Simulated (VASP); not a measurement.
# Ge in VASP: notebook

The runs below take Ge through single point, with PBE+D3(BJ).

Everything below comes from runs of VASP 6.6.1. Logs are shortened: lines on timing, memory, paths and dates and some standing lists are left out, and cuts for length are marked.

## (1) The cell of the first run

The cell holds a slab with vacuum, 2 atoms: a = 4.073 Å, b = 4.073 Å, c = 28.000 Å, α = 90.00°, β = 90.00°, γ = 120.00°.

## (2) Single point, PBE+D3(BJ)

INCAR reads:

```
ALGO = Normal
DIPOL = 0.5 0.5 0.500
EDIFF = 1E-7
ENCUT = 520
GGA = PE
IDIPOL = 3
ISIF = 2
ISMEAR = 0
IVDW = 12
LASPH = True
LCHARG = False
LDIPOL = True
LREAL = False
LWAVE = False
NBANDS = 21
NELM = 80
PREC = Accurate
SIGMA = 0.1
```

KPOINTS reads:

```
k-points
0
Gamma
  6 6 1
```

POSCAR reads:

```
Ge
1.0
    4.0729350596      0.0000000000      0.0000000000
   -2.0364675298      3.5272652296      0.0000000000
    0.0000000000      0.0000000000     28.0000000000
Ge
2
Direct
    0.3333333333      0.6666666667      0.5085714286
    0.6666666667      0.3333333333      0.4914285714
```

Potentials or basis: VASP PAW PBE potentials, release 64 (Ge_d).

Run with:

```
$ cat potpaw_PBE.64/Ge_d/POTCAR > POTCAR
$ mpirun -np 1 vasp_std > vasp.out
```

OUTCAR:

```text
EDIFF = 1E-7
   ENCUT = 520
   GGA = PE
   ISIF = 2
   ISMEAR = 0
   IVDW = 12
   LASPH = True
   LREAL = False
   NELM = 80
   PREC = Accurate
 IVDW          = 12

 ion  position               nearest neighbor table
   1  0.333  0.667  0.509-   2 2.40   2 2.40   2 2.40
   2  0.667  0.333  0.491-   1 2.40   1 2.40   1 2.40

  LATTYP: Found a hexagonal cell.
 ALAT       =     4.0729350596
 C/A-ratio  =     6.8746492616

  Lattice vectors:

 A1 = (   4.0729350596,   0.0000000000,   0.0000000000)
 A2 = (  -2.0364675298,   3.5272652296,   0.0000000000)
 A3 = (   0.0000000000,   0.0000000000,  28.0000000000)

Analysis of symmetry for initial positions (statically):
=====================================================================
 Subroutine PRICEL returns:
 Original cell was already a primitive cell.

 Routine SETGRP: Setting up the symmetry group for a
 hexagonal supercell.

 Subroutine GETGRP returns: Found 12 space group operations
 (whereof 12 operations were pure point group operations)
 out of a pool of 24 trial point group operations.

The static configuration has the point symmetry D_3d.

Analysis of symmetry for dynamics (positions and initial velocities):
=====================================================================
 Subroutine PRICEL returns:
 Original cell was already a primitive cell.

 Routine SETGRP: Setting up the symmetry group for a
 hexagonal supercell.

 Subroutine GETGRP returns: Found 12 space group operations
 (whereof 12 operations were pure point group operations)
 out of a pool of 24 trial point group operations.

The dynamic configuration has the point symmetry D_3d.

 Subroutine INISYM returns: Found 12 space group operations
 (whereof 12 operations are pure point group operations),
 and found     1 'primitive' translations

----------------------------------------------------------------------------------------

                                     Primitive cell

  volume of cell :     402.2570

  direct lattice vectors                    reciprocal lattice vectors
     4.072935060  0.000000000  0.000000000     0.245523188  0.141752879  0.000000000
    -2.036467530  3.527265230  0.000000000     0.000000000  0.283505757  0.000000000
     0.000000000  0.000000000 28.000000000     0.000000000  0.000000000  0.035714286

  length of vectors
     4.072935060  4.072935060 28.000000000     0.283505757  0.283505757  0.035714286

  position of ions in fractional coordinates (direct lattice)
     0.333333333  0.666666667  0.508571429
     0.666666667  0.333333333  0.491428571

  ion indices of the primitive-cell ions
   primitive index   ion index
                 1           1
                 2           2

----------------------------------------------------------------------------------------

 KPOINTS: k-points

Automatic generation of k-mesh.
 Grid dimensions read from file:
 generate k-points for:    6    6    1

 Generating k-lattice:

  Cartesian coordinates                     Fractional coordinates (reciprocal lattice)
     0.040920531  0.023625480  0.000000000     0.166666667  0.000000000  0.000000000
     0.000000000  0.047250960  0.000000000     0.000000000  0.166666667  0.000000000
     0.000000000  0.000000000  0.035714286     0.000000000  0.000000000  1.000000000

  Length of vectors
     0.047250960  0.047250960  0.035714286

  Shift w.r.t. Gamma in fractional coordinates (k-lattice)
     0.000000000  0.000000000  0.000000000

 Subroutine IBZKPT returns following result:
 ===========================================

 Found      7 irreducible k-points:

 Following reciprocal coordinates:
            Coordinates               Weight
  0.000000  0.000000  0.000000      1.000000
  0.166667  0.000000  0.000000      6.000000
  0.333333  0.000000  0.000000      6.000000
  0.500000  0.000000  0.000000      3.000000
  0.166667  0.166667  0.000000      6.000000
  0.333333  0.166667  0.000000     12.000000
  0.333333  0.333333  0.000000      2.000000
   k-points           NKPTS =      7   k-points in BZ     NKDIM =      7   number of bands    NBANDS=     21
   number of dos      NEDOS =    301   number of ions     NIONS =      2
   total plane-waves  NPLWV = 189000
   dimension x,y,z NGX =    30 NGY =   30 NGZ =  210
   dimension x,y,z NGXF=    60 NGYF=   60 NGZF=  420
   ions per type =               2
   NGX,Y,Z   is equivalent  to a cutoff of  12.25, 12.25, 12.47 a.u.
   NGXF,Y,Z  is equivalent  to a cutoff of  24.49, 24.49, 24.94 a.u.
 SYSTEM =  unknown system
   PREC   = accura    normal or accurate (medium, high low for compatibility)
   ISTART =      0    job   : 0-new  1-cont  2-samecut
   ICHARG =      2    charge: 1-file 2-atom 10-const
   ISPIN  =      1    spin polarized calculation?
   LNONCOLLINEAR =      F non collinear calculations
   LSORBIT =      F    spin-orbit coupling
   LASPH  =      T    aspherical Exc in radial PAW
   ENCUT  =  520.0 eV  38.22 Ry    6.18 a.u.   7.57  7.57 52.06*2*pi/ulx,y,z
   NELM   =     80;   NELMIN=  2; NELMDL= -5     # of ELM steps
   EDIFF  = 0.1E-06   stopping-criterion for ELM
   LREAL  =      F    real-space projection
   EDIFFG = 0.1E-05   stopping-criterion for IOM
   NSW    =      0    number of steps for IOM
   IBRION =     -1    ionic relax: 0-MD 1-quasi-New 2-CG
   NFREE  =      0    steps in history (QN), initial steepest desc. (CG)
   ISIF   =      2    stress and relaxation
   ISYM   =      2    0-nonsym 1-usesym 2-fastsym
   POTIM  = 0.5000    time-step for ionic-motion
   TEBEG  =    0.0;   TEEND  =   0.0 temperature during run
   PSTRESS=    0.0 pullay stress
   NELECT =      28.0000    total number of electrons
   NUPDOWN=      -1.0000    fix difference up-down
   EMIN   =  10.00;   EMAX   =-10.00  energy-range for DOS
   EFERMI =   0.00;   METHOD = LEGACY
   ISMEAR =     0;   SIGMA  =   0.10  broadening in eV -4-tet -1-fermi 0-gaus
   EFERMI_NEDOS =   21; number of points for ismear=-14 and -15
   IALGO  =     38    algorithm
   IMIX   =      4    mixing-type and parameters
     AMIX     =   0.40;   BMIX     =  1.00
     AMIX_MAG =   1.60;   BMIX_MAG =  1.00
  volume/ion in A,a.u.               =     201.13      1357.28
  Fermi-wavevector in a.u.,A,eV,Ry     =   0.673431  1.272600  6.170365  0.453509
  Thomas-Fermi vector in A             =   1.749848
   LORBIT       =      0    0 simple, 1 ext, 2 COOP (PROOUT), +10 PAW based schemes
   GGA     = PE    functional components
   LHFCALC =     F    Hartree Fock is set to
   AEXX    =    0.0000 exact exchange contribution
   IVDW    =    12    specifies the selected vdW correction
   LEPSILON=     F    determine dielectric tensor
   LRPA    =     F    only Hartree local field effects (RPA)
 non-spin polarized calculation
 Gauss-broadening in eV      SIGMA  =   0.10
  energy-cutoff  :      520.00
  volume of cell :      402.26
 maximum number of plane-waves:     10893
   NGX = 15   NGY = 15   NGZ =105

 number of electron      27.9999991 magnetization

 dipolmoment           0.000000      0.000000     -0.000000 electrons x Angstroem

 Free energy of the ion-electron system (eV)
  ---------------------------------------------------
  ext. energy  EPLUGINS =         0.00000000
  ---------------------------------------------------
  free energy    TOTEN  =        -8.00063012 eV

  energy without entropy =       -7.99563664  energy(sigma->0) =       -7.99813338

 E-fermi :  -3.3790     XC(G=0):  -1.6168

 val. band max:       -3.6916344688   @ k =   0.0000   0.0000   0.0000
 cond. band min:      -3.3313194393   @ k =   0.3333   0.3333   0.0000
 fundamental gap:      0.3603150295
 Fermi energy:        -3.3790127545

 k-point     1 :       0.0000    0.0000    0.0000
  band No.  band energies     occupation
      1     -28.1382      2.00000
      2     -28.1382      2.00000
      3     -28.1321      2.00000
      4     -28.1053      2.00000
      5     -28.1053      2.00000
      6     -27.9819      2.00000
[... 13 lines left out ...]
     20       1.0639      0.00000
     21       1.4770      0.00000

 k-point     2 :       0.1667    0.0000    0.0000
  band No.  band energies     occupation
      1     -28.1600      2.00000
      2     -28.1598      2.00000
      3     -28.1411      2.00000
      4     -28.0910      2.00000
      5     -28.0824      2.00000
      6     -27.9763      2.00000
[... 13 lines left out ...]
     20       1.3114      0.00000
     21       1.5374      0.00000

 k-point     3 :       0.3333    0.0000    0.0000
  band No.  band energies     occupation
      1     -28.1840      2.00000
      2     -28.1838      2.00000
      3     -28.1547      2.00000
      4     -28.0850      2.00000
      5     -28.0568      2.00000
      6     -27.9962      2.00000
[... 13 lines left out ...]
     20       2.8394      0.00000
     21       2.9769      0.00000

 k-point     4 :       0.5000    0.0000    0.0000
  band No.  band energies     occupation
      1     -28.1931      2.00000
      2     -28.1927      2.00000
      3     -28.1603      2.00000
      4     -28.0863      2.00000
      5     -28.0472      2.00000
      6     -28.0070      2.00000
[... 13 lines left out ...]
     20       3.7652      0.00000
     21       3.8892      0.00000

 k-point     5 :       0.1667    0.1667    0.0000
  band No.  band energies     occupation
      1     -28.1901      2.00000
      2     -28.1694      2.00000
      3     -28.1511      2.00000
      4     -28.0867      2.00000
      5     -28.0547      2.00000
      6     -27.9891      2.00000
[... 13 lines left out ...]
     20       2.1098      0.00000
     21       2.4908      0.00000

 k-point     6 :       0.3333    0.1667    0.0000
  band No.  band energies     occupation
      1     -28.2168      2.00000
      2     -28.1712      2.00000
      3     -28.1589      2.00000
      4     -28.0857      2.00000
      5     -28.0334      2.00000
      6     -28.0071      2.00000
[... 13 lines left out ...]
     20       3.2541      0.00000
     21       3.4427      0.00000

 k-point     7 :       0.3333    0.3333    0.0000
  band No.  band energies     occupation
      1     -28.2328      2.00000
      2     -28.1623      2.00000
      3     -28.1623      2.00000
      4     -28.0851      2.00000
      5     -28.0134      2.00000
      6     -28.0134      2.00000
[... 13 lines left out ...]
     20       3.4672      0.00000
     21       3.4672      0.00000

------------------------ aborting loop because EDIFF is reached ----------------------------------------

 vacuum level on the upper side and lower side of the slab       (xc-potential included)        -0.007        -0.007

 Edisp (eV)   -0.30095

 E8    (eV) :    -0.1440

  FORCE on cell =-STRESS in cart. coord.  units (eV):
  Direction    XX          YY          ZZ          XY          YZ          ZX
  --------------------------------------------------------------------------------------
  -------------------------------------------------------------------------------------
  Total       0.14864     0.14864     0.15598     0.00000    -0.00000     0.00000
  in kB       0.59203     0.59203     0.62127     0.00000    -0.00000     0.00000
  external pressure =        0.60 kB  Pullay stress =        0.00 kB

 VOLUME and BASIS-vectors are now :
 -----------------------------------------------------------------------------
  energy-cutoff  :      520.00
  volume of cell :      402.26
      direct lattice vectors                 reciprocal lattice vectors
     4.072935060  0.000000000  0.000000000     0.245523188  0.141752879  0.000000000
    -2.036467530  3.527265230  0.000000000     0.000000000  0.283505757  0.000000000
     0.000000000  0.000000000 28.000000000     0.000000000  0.000000000  0.035714286

 POSITION                                       TOTAL-FORCE (eV/Angst)
 -----------------------------------------------------------------------------------
     -0.00000      2.35151     14.24000         0.000000      0.000000      0.350302
      2.03647      1.17576     13.76000        -0.000000      0.000000     -0.350302
 -----------------------------------------------------------------------------------
    total drift:                                0.000000      0.000000     -0.000000

  FREE ENERGIE OF THE ION-ELECTRON SYSTEM (eV)
  ---------------------------------------------------
  free  energy   TOTEN  =        -8.3015816661 eV

  energy  without entropy=       -8.2965881867  energy(sigma->0) =       -8.29908493

 vacuum level on the upper side and lower side of the slab         1.048         1.048
```

Wall time 76 s (1 thread of Intel Xeon Platinum 8559C (Emerald Rapids), shared host); peak memory 0.45 GiB.

What came out:

| Item | Value |
| --- | --- |
| Free energy | -8.3016 eV |
| Largest force | 0.350 eV/Å |
| Band gap on the k mesh | zero (band 14 reaches -3.33 eV, above the bottom of band 15 at -3.69 eV) |
| Dispersion energy per atom | -0.150 eV |

Forces on the atoms (eV/Å):
```
Ge   0.000  0.000  0.350
Ge   0.000  0.000 -0.350
```

## (3) Single point, PBE+D3(BJ)

This run uses another cell than the first one, of 196.17 Å³/atom, 0.975 times its volume.

INCAR reads:

```
  PREC = Accurate
  ENCUT = 520
  EDIFF = 1E-7
  ISMEAR = 0
  SIGMA = 0.1
  LREAL = False
  LASPH = True
  NELM = 60
  ALGO = Normal
  ISIF = 2
  LWAVE = False
  LCHARG = False
  LDIPOL = True
  IDIPOL = 3
  DIPOL = 0.5 0.5 0.500
  GGA = PE
  IVDW = 12
  NBANDS = 21
```

KPOINTS reads:

```
Automatic mesh
0
Gamma
  12 12 1
```

POSCAR reads:

```
Ge
1.0
    4.0223792255      0.0000000000      0.0000000000
   -2.0111896128      3.4834825929      0.0000000000
    0.0000000000      0.0000000000     28.0000000000
Ge
2
Direct
    0.3333333333      0.6666666667      0.5122141668
    0.6666666667      0.3333333333      0.4877858332
```

Potentials or basis: VASP PAW PBE potentials, release 64 (Ge_d).

Run with:

```
$ cat potpaw_PBE.64/Ge_d/POTCAR > POTCAR
$ mpirun -np 1 vasp_std > vasp.out
```

Wall time 2.9 min (1 thread of Intel Xeon Platinum 8559C (Emerald Rapids), shared host); peak memory 0.53 GiB.

The run converged. Its results:

| Item | Value |
| --- | --- |
| Free energy | -8.3855 eV |
| Largest force | 0.007 eV/Å |
| Band gap on the k mesh | zero (filled and empty bands touch) |
| Dispersion energy per atom | -0.154 eV |

Forces on the atoms (eV/Å):
```
Ge   0.000  0.000  0.007
Ge   0.000  0.000 -0.007
```

Levels at points of the mesh, in eV from the Fermi level:
| k point | band 12 | band 13 | band 14 | band 15 | band 16 | band 17 |
| --- | --- | --- | --- | --- | --- | --- |
| (0.00, 0.00, 0.00) | -3.53 | -0.45 | -0.45 | 0.58 | 2.30 | 3.91 |
| (0.50, 0.00, 0.00) | -7.41 | -2.00 | -1.16 | 0.69 | 1.67 | 5.46 |
